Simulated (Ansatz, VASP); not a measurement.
# C17O: VASP beside Ansatz

File INCAR:

```
SYSTEM = C17O
PREC = Accurate ; ENCUT = 520
EDIFF = 1E-7 ; ISMEAR = 0
SIGMA = 0.05 ; LREAL = Auto
LASPH = .TRUE. ; NELM = 60
ALGO = Normal ; ISIF = 2
LWAVE = .FALSE. ; LCHARG = .FALSE.
LDIPOL = .TRUE. ; IDIPOL = 3
DIPOL = 0.5 0.5 0.313 ; GGA = PE
IVDW = 12 ; NBANDS = 52
```

Contents of KPOINTS:

```
Automatic mesh
0
G
  6 6 1
  0 0 0
```

File POSCAR:

```
C17O
1.0
    4.9298867130      0.0000000000      0.0000000000
   -0.0081547558      4.4132984516      0.0000000000
    0.0000000000      0.0000000000     23.6650337471
C O
17 1
Direct
    0.3745684085      0.7405378974      0.1690257467
    0.8745684085      0.7405378974      0.1690257467
    0.1243974091      0.6365956441      0.1920114160
    0.6243974091      0.6365956441      0.1920114160
    0.1240513173      0.4291046681      0.2380452569
    0.6240513173      0.4291046681      0.2380452569
    0.3738803179      0.3251624149      0.2610309261
    0.8738803179      0.3251624149      0.2610309261
    0.3735338584      0.1126520408      0.3070664644
    0.8735338584      0.1126520408      0.3070664644
    0.1233638388      0.0072945126      0.3289983678
    0.6233638388      0.0072945126      0.3289983678
    0.1229920122      0.7810454900      0.3748118563
    0.6229920122      0.7810454900      0.3748118563
    0.3728273188      0.6826774530      0.3936201337
    0.8728273188      0.6826774530      0.3936201337
    0.4978273188      1.4326774530      0.5774356332
    0.4978273188      1.4326774530      0.5288407310
```

Input for Ansatz:

```yaml
crystal:
  lattice:
    - [4.929886713, 0.0, 0.0]
    - [-0.0081547558, 4.4132984516, 0.0]
    - [0.0, 0.0, 23.6650337471]
  atoms:
    - { symbol: C, position: [0.3745684085, 0.7405378974, 0.1690257467] }
    - { symbol: C, position: [0.8745684085, 0.7405378974, 0.1690257467] }
    - { symbol: C, position: [0.1243974091, 0.6365956441, 0.192011416] }
    - { symbol: C, position: [0.6243974091, 0.6365956441, 0.192011416] }
    - { symbol: C, position: [0.1240513173, 0.4291046681, 0.2380452569] }
    - { symbol: C, position: [0.6240513173, 0.4291046681, 0.2380452569] }
    - { symbol: C, position: [0.3738803179, 0.3251624149, 0.2610309261] }
    - { symbol: C, position: [0.8738803179, 0.3251624149, 0.2610309261] }
    - { symbol: C, position: [0.3735338584, 0.1126520408, 0.3070664644] }
    - { symbol: C, position: [0.8735338584, 0.1126520408, 0.3070664644] }
    - { symbol: C, position: [0.1233638388, 0.0072945126, 0.3289983678] }
    - { symbol: C, position: [0.6233638388, 0.0072945126, 0.3289983678] }
    - { symbol: C, position: [0.1229920122, 0.78104549, 0.3748118563] }
    - { symbol: C, position: [0.6229920122, 0.78104549, 0.3748118563] }
    - { symbol: C, position: [0.3728273188, 0.682677453, 0.3936201337] }
    - { symbol: C, position: [0.8728273188, 0.682677453, 0.3936201337] }
    - { symbol: O, position: [0.4978273188, 1.432677453, 0.528840731] }
    - { symbol: C, position: [0.4978273188, 1.432677453, 0.5774356332] }
basis:
  ecutwfc: 420
kpoints:
  mp_grid: { grid: [6, 6, 1] }
hamiltonian:
  xc: pbe
  pseudopotentials: { kind: paw, azcp: { folder: soft_1 } }
  dispersion: d3bj
scf:
  occupations: { method: gaussian, width: 0.05 }
output:
  forces: true
  eigenvalues: true
efield:
  axis: 3
  dipole_correction: true
  ramp_width: 0.04
```

Alike in both runs: task single point; functional PBE; dispersion D3(BJ); k mesh 6 × 6 × 1; occupations gaussian, width 0.05 eV; no spin polarisation.

|  | VASP | Ansatz |
| --- | --- | --- |
| version | VASP 6.6.1 | Ansatz 0.2.0 |
| potentials or method | VASP PAW PBE potentials, release 64 (C, O), cutoff 520 eV | scalar-relativistic, plane waves, PAW |
| valence electrons in the cell | 74 | 74 |

```csv
,VASP,Ansatz,Ansatz less VASP
gap on the k mesh at the Fermi level (eV),none,none,-
rms of the force components (eV/Å),0.738,0.789,+0.0514
```

A gap of «none» marks a metal or a gap that the smearing closes.

Noted on VASP's run: the standard files for N, O and F lose accuracy on very short bonds.
